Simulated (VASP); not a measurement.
BiTe:

```
Bi Te
1.0
     2.42271    1.39875    3.31729
    -2.42271    1.39875    3.31729
     0.00000   -2.79750    3.31729
Bi Te
1 1
Direct
  0.50000 0.50000 0.50000
  0.00000 0.00000 0.00000
```

```yaml
Program: VASP 6.6.1
Task: relaxation of cell and atoms
Functional: PBEsol
Dispersion: D3(BJ)
Potentials_or_basis: VASP PAW PBE potentials, release 64 (Bi_d, Te)
Cutoff: 600 eV
k_mesh: 7 × 7 × 7
Occupations: fermi-dirac, width 0.05 eV
Spin: no spin polarisation
```

At the start: pressure -4.5 GPa; volume 33.72 Å³/atom.

Task: How do energy, volume and symmetry change on relaxing?

Result: Over 9 steps the energy falls by 51.7 meV/atom and the volume is 30.14 Å³/atom (-10.6 %); space group R-3m (No. 166, to 0.1 Å) before and after.

The path:
| step | energy change (eV) | largest force (eV/Å) | pressure (GPa) | volume (Å³) |
| --- | --- | --- | --- | --- |
| 1 | 0.0000 | 0.0000 | -4.45 | 67.45 |
| 2 | -0.0549 | 0.0000 | 3.46 | 58.71 |
| 3 | -0.0860 | 0.0000 | -0.03 | 61.75 |
| 4 | -0.0860 | 0.0000 | 0.08 | 61.64 |
| 5 | -0.0898 | 0.0000 | 0.09 | 61.48 |
| 6 | -0.0987 | 0.0000 | 0.10 | 60.95 |
| 7 | -0.1000 | 0.0000 | 0.01 | 59.75 |
| 8 | -0.1033 | 0.0000 | 0.05 | 60.40 |
| 9 | -0.1034 | 0.0000 | 0.02 | 60.28 |

Final structure:
```yaml
crystal:
  lattice:
    - [2.40399, 1.38794, 3.01101]
    - [-2.40399, 1.38794, 3.01101]
    - [0.00000, -2.77589, 3.01101]
  atoms:
    - { symbol: Bi, position: [0.50000, 0.50000, 0.50000] }
    - { symbol: Te, position: [0.00000, 0.00000, 0.00000] }
```

Caveat: the PAW data sets were made with another functional, which shifts forces and pressure a little.
